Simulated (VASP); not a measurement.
Here is a VASP 6.6.1 calculation.

Contents of INCAR:

```
PREC = Accurate ; ENCUT = 690
EDIFF = 1E-6 ; ISMEAR = -1
SIGMA = 0.05 ; LREAL = F
LASPH = T ; NELM = 200
ALGO = Normal ; ISIF = 2
LWAVE = F ; LCHARG = F
ISPIN = 2 ; MAGMOM = 2.5 -2.5
LORBIT = 11 ; LMAXMIX = 4
GGA = PE ; NBANDS = 27
GGA_COMPAT = F
```

KPOINTS

```
regular mesh
0
Gamma
  16 16 9
```

The input POSCAR:

```
Fe
1.0
    2.5254799129      0.0000000000      0.0000000000
   -1.2627399565      2.1871297613      0.0000000000
    0.0000000000      0.0000000000      3.9891571272
Fe
2
Direct
    0.3333333333      0.6666666667      0.2500000000
    0.6666666667      0.3333333333      0.7500000000
```

Potentials or basis: VASP PAW PBE potentials, release 64 (Fe_sv).

The run is started by

```sh
$ cat potpaw_PBE.64/Fe_sv/POTCAR > POTCAR
$ mpirun -np 1 vasp_std > vasp.out
```

Question: Predict the band gap on the k mesh.

Answer: Zero (filled and empty bands overlap).

Question: Predict the pressure.

Answer: -15.1 GPa.

Question: Estimate the site moments.

Answer: Fe +0.95, -0.95 μB.

Question: What does it give for the net moment?

Answer: 0.00 μB per cell.

Stress tensor (GPa, compression positive):
```
-16.79   0.00   0.00
  0.00 -16.79   0.00
  0.00   0.00 -11.70
```

Caveat: the stress differs along the axes, from -17 to -12 GPa; the antiferromagnetic order is the one typed at the start, and another may lie lower.
